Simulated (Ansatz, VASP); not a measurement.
# C in VASP and in Ansatz

```
C
1.0
     2.32474    0.00000    0.00000
    -1.16237    2.01328    0.00000
     0.00000    0.00000   27.66205
C
12
Direct
  0.66667 0.33333 0.00144
  0.66667 0.33333 0.50146
  0.66667 0.33333 0.72985
  0.66667 0.33333 0.22987
  0.00000 0.00000 0.61569
  0.33333 0.66667 0.22985
  0.00000 0.00000 0.11569
  0.66667 0.33333 0.61763
  0.33333 0.66667 0.72987
  0.33333 0.66667 0.11763
  0.33333 0.66667 0.50144
  0.33333 0.66667 0.00146
```

Alike in both runs: task single point; functional LDA; k mesh 18 × 18 × 2; occupations gaussian, width 0.15 eV; no spin polarisation.

|  | VASP | Ansatz |
| --- | --- | --- |
| version | VASP 6.6.1 | Ansatz 0.2.0 |
| potentials or method | VASP PAW LDA potentials, release 64 (C), cutoff 520 eV | scalar-relativistic, plane waves, PAW |
| valence electrons in the cell | 48 | 48 |

Ansatz gave:

```
gap on the k mesh at the Fermi level (eV) : 0.02
least direct gap on the mesh (eV)         : 0.02
rms of the force components (eV/Å)        : 0.284
```

What did VASP give for the same quantities?

gap on the k mesh at the Fermi level (eV): 0.02; least direct gap on the mesh (eV): 0.02; rms of the force components (eV/Å): 0.282.

Ansatz warns that its potentials were made for another functional, while VASP's fit it. LDA's correlation is that of Perdew and Zunger in VASP and of Perdew and Wang (1992) in Ansatz. Atom by atom the forces differ by 0.002 eV/Å (rms over components).
